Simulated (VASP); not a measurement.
# Se (P4_12_12) in VASP: notebook

The runs below take Se through single point, relaxation of cell and atoms, with PBE.

Program: VASP 6.6.1. These are calculated values, not measurements. Logs are shortened: lines on timing, memory, paths and dates and some standing lists are left out, and cuts for length are marked.

## (1) The cell of the first run

It takes space group P4_12_12 (No. 92, tetragonal). The conventional cell has a = 3.818 Å, b = 3.818 Å, c = 6.593 Å, α = 90.00°, β = 90.00°, γ = 90.00°. Within 3.6 Å of Se (site symmetry 2) lie 6 Se at 2.73 to 3.52 Å.

## (2) Single point, PBE

INCAR

```
PREC = Accurate
ENCUT = 520
EDIFF = 1E-6
ISMEAR = 0
SIGMA = 0.01
LREAL = F
LASPH = T
NELM = 100
ALGO = Normal
ISIF = 2
LWAVE = F
LCHARG = F
GGA = PE
NBANDS = 20
```

KPOINTS

```
Automatic mesh
0
Gamma
  10 10 6
```

POSCAR

```
Se
1.0
    3.8175570945      0.0000000000      0.0000000000
    0.0000000000      3.8175570945      0.0000000000
    0.0000000000      0.0000000000      6.5927424512
Se
4
Direct
    0.1135083445      0.1135083445      0.5000000000
    0.3864916555      0.6135083445      0.7500000000
    0.6135083445      0.3864916555      0.2500000000
    0.8864916555      0.8864916555      0.0000000000
```

Potentials or basis: VASP PAW PBE potentials, release 64 (Se).

Launch:

```
> cat potpaw_PBE.64/Se/POTCAR > POTCAR
> mpirun -np 1 vasp_std > vasp.out
```

OUTCAR:

```text
PREC = Accurate
   ENCUT = 520
   EDIFF = 1E-6
   ISMEAR = 0
   LREAL = F
   LASPH = T
   NELM = 100
   ISIF = 2
   GGA = PE

 ion  position               nearest neighbor table
   1  0.114  0.114  0.500-   2 2.73   3 2.73   2 2.73   3 2.73
   2  0.386  0.614  0.750-   1 2.73   4 2.73   1 2.73   4 2.73
   3  0.614  0.386  0.250-   1 2.73   4 2.73   4 2.73   1 2.73
   4  0.886  0.886  0.000-   2 2.73   3 2.73   3 2.73   2 2.73

  LATTYP: Found a simple tetragonal cell.
 ALAT       =     3.8175570945
 C/A-ratio  =     1.7269532028

  Lattice vectors:

 A1 = (   3.8175570945,   0.0000000000,   0.0000000000)
 A2 = (   0.0000000000,   3.8175570945,   0.0000000000)
 A3 = (   0.0000000000,   0.0000000000,   6.5927424512)

Analysis of symmetry for initial positions (statically):
=====================================================================
 Subroutine PRICEL returns:
 Original cell was already a primitive cell.

 Routine SETGRP: Setting up the symmetry group for a
 simple tetragonal supercell.

 Subroutine GETGRP returns: Found  8 space group operations
 (whereof  2 operations were pure point group operations)
 out of a pool of 16 trial point group operations.

The static configuration has the point symmetry C_2 .
 The point group associated with its full space group is D_4 .

Analysis of symmetry for dynamics (positions and initial velocities):
=====================================================================
 Subroutine PRICEL returns:
 Original cell was already a primitive cell.

 Routine SETGRP: Setting up the symmetry group for a
 simple tetragonal supercell.

 Subroutine GETGRP returns: Found  8 space group operations
 (whereof  2 operations were pure point group operations)
 out of a pool of 16 trial point group operations.

The dynamic configuration has the point symmetry C_2 .
 The point group associated with its full space group is D_4 .

 Subroutine INISYM returns: Found  8 space group operations
 (whereof  2 operations are pure point group operations),
 and found     1 'primitive' translations

----------------------------------------------------------------------------------------

                                     Primitive cell

  volume of cell :      96.0809

[... 83 lines left out ...]
   PREC   = accura    normal or accurate (medium, high low for compatibility)
   ISTART =      0    job   : 0-new  1-cont  2-samecut
   ICHARG =      2    charge: 1-file 2-atom 10-const
   ISPIN  =      1    spin polarized calculation?
   LNONCOLLINEAR =      F non collinear calculations
   LSORBIT =      F    spin-orbit coupling
   LASPH  =      T    aspherical Exc in radial PAW
   ENCUT  =  520.0 eV  38.22 Ry    6.18 a.u.   7.10  7.10 12.26*2*pi/ulx,y,z
   NELM   =    100;   NELMIN=  2; NELMDL= -5     # of ELM steps
   EDIFF  = 0.1E-05   stopping-criterion for ELM
   LREAL  =      F    real-space projection
   EDIFFG = 0.1E-04   stopping-criterion for IOM
   NSW    =      0    number of steps for IOM
   IBRION =     -1    ionic relax: 0-MD 1-quasi-New 2-CG
   NFREE  =      0    steps in history (QN), initial steepest desc. (CG)
   ISIF   =      2    stress and relaxation
   ISYM   =      2    0-nonsym 1-usesym 2-fastsym
   POTIM  = 0.5000    time-step for ionic-motion
   TEBEG  =    0.0;   TEEND  =   0.0 temperature during run
   PSTRESS=    0.0 pullay stress
   NELECT =      24.0000    total number of electrons
   NUPDOWN=      -1.0000    fix difference up-down
   EMIN   =  10.00;   EMAX   =-10.00  energy-range for DOS
   EFERMI =   0.00;   METHOD = LEGACY
   ISMEAR =     0;   SIGMA  =   0.01  broadening in eV -4-tet -1-fermi 0-gaus
   EFERMI_NEDOS =   21; number of points for ismear=-14 and -15
   IALGO  =     38    algorithm
   IMIX   =      4    mixing-type and parameters
     AMIX     =   0.40;   BMIX     =  1.00
     AMIX_MAG =   1.60;   BMIX_MAG =  1.00
  volume/ion in A,a.u.               =      24.02       162.10
  Fermi-wavevector in a.u.,A,eV,Ry     =   1.031018  1.948341 14.462963  1.062998
  Thomas-Fermi vector in A             =   2.165145
   LORBIT       =      0    0 simple, 1 ext, 2 COOP (PROOUT), +10 PAW based schemes
   GGA     = PE    functional components
   LHFCALC =     F    Hartree Fock is set to
   AEXX    =    0.0000 exact exchange contribution
   IVDW    =     0    specifies the selected vdW correction
   LEPSILON=     F    determine dielectric tensor
   LRPA    =     F    only Hartree local field effects (RPA)
 non-spin polarized calculation
 Gauss-broadening in eV      SIGMA  =   0.01
  energy-cutoff  :      520.00
  volume of cell :       96.08
 maximum number of plane-waves:      2608
   NGX = 15   NGY = 15   NGZ = 25

 number of electron      23.9999993 magnetization

 Free energy of the ion-electron system (eV)
  ---------------------------------------------------
  ext. energy  EPLUGINS =         0.00000000
  ---------------------------------------------------
  free energy    TOTEN  =       -12.93312066 eV

  energy without entropy =      -12.93307027  energy(sigma->0) =      -12.93309547

 E-fermi :   4.3568     XC(G=0):  -9.6269

 val. band max:        4.3194402144   @ k =   0.1000   0.1000   0.1667
 cond. band min:       4.3581398096   @ k =   0.1000   0.1000   0.0000
 fundamental gap:      0.0386995952
 Fermi energy:         4.3567870761

 k-point     1 :       0.0000    0.0000    0.0000
  band No.  band energies     occupation
      1     -11.7593      2.00000
      2      -9.3772      2.00000
      3      -9.3772      2.00000
      4      -6.2986      2.00000
      5       0.4752      2.00000
      6       0.7130      2.00000
[... 541 lines left out ...]
     19      11.1818      0.00000
     20      11.2955      0.00000

 [... further k-points ...]
[... 5 lines left out ...]
  --------------------------------------------------------------------------------------
  -------------------------------------------------------------------------------------
  Total        0.0153205      0.0153205      0.0287575      0.0000000      0.0000000      0.0000000
  in kB        0.2554737      0.2554737      0.4795402      0.0000000      0.0000000      0.0000000
  external PRESSURE =       0.3301625 kB  Pullay stress =       0.0000000 kB

 VOLUME and BASIS-vectors are now :
 -----------------------------------------------------------------------------
  energy-cutoff  :      520.00
  volume of cell :       96.08
      direct lattice vectors                 reciprocal lattice vectors
     3.817557095  0.000000000  0.000000000     0.261947621  0.000000000  0.000000000
     0.000000000  3.817557095  0.000000000     0.000000000  0.261947621  0.000000000
     0.000000000  0.000000000  6.592742451     0.000000000  0.000000000  0.151681945

 POSITION                                       TOTAL-FORCE (eV/Angst)
 -----------------------------------------------------------------------------------
      0.43332      0.43332      3.29637        -0.001996     -0.001996     -0.000000
      1.47545      2.34210      4.94456         0.001996     -0.001996     -0.000000
      2.34210      1.47545      1.64819        -0.001996      0.001996      0.000000
      3.38423      3.38423      0.00000         0.001996      0.001996     -0.000000
 -----------------------------------------------------------------------------------
    total drift:                                0.000000     -0.000000     -0.000000

  FREE ENERGIE OF THE ION-ELECTRON SYSTEM (eV)
  ---------------------------------------------------
  free  energy   TOTEN  =       -12.9331206626 eV

  energy  without entropy=      -12.9330702699  energy(sigma->0) =      -12.93309547
```

It took 38 s on 1 thread of Intel Xeon 6975P-C (Granite Rapids), shared host; peak memory 0.25 GiB.

Results:

| Item | Value |
| --- | --- |
| Free energy | -12.9331 eV |
| Pressure | 0.0 GPa |
| Band gap on the k mesh | zero (band 12 reaches 4.36 eV, above the bottom of band 13 at 4.29 eV) |

Forces on the atoms (eV/Å):
```
Se  -0.002 -0.002  0.000
Se   0.002 -0.002  0.000
Se  -0.002  0.002  0.000
Se   0.002  0.002  0.000
```

Levels at points of the mesh, in eV from the Fermi level:
| k point | band 8 | band 9 | band 10 | band 11 | band 12 | band 13 | band 14 | band 15 | band 16 | band 17 |
| --- | --- | --- | --- | --- | --- | --- | --- | --- | --- | --- |
| (0.00, 0.00, 0.00) | -3.49 | -3.18 | -2.85 | -2.85 | -0.20 | 0.71 | 0.71 | 0.74 | 1.14 | 5.51 |
| (0.50, 0.00, 0.00) | -3.49 | -2.09 | -2.09 | -0.89 | -0.89 | 0.01 | 0.01 | 1.56 | 1.56 | 5.33 |
| (0.50, 0.50, 0.00) | -4.84 | -3.50 | -3.50 | -3.09 | -3.09 | 1.43 | 1.43 | 2.49 | 2.49 | 6.84 |
| (0.00, 0.00, 0.50) | -3.56 | -2.13 | -2.13 | -0.42 | -0.42 | -0.06 | -0.06 | 0.32 | 0.32 | 6.51 |
| (0.50, 0.00, 0.50) | -4.81 | -3.01 | -3.01 | -0.83 | -0.83 | 0.91 | 0.91 | 1.48 | 1.48 | 6.35 |
| (0.50, 0.50, 0.50) | -5.92 | -2.10 | -2.10 | -2.10 | -2.10 | 0.44 | 0.44 | 0.44 | 0.44 | 8.55 |

(Part 1 of 3 ends here.)
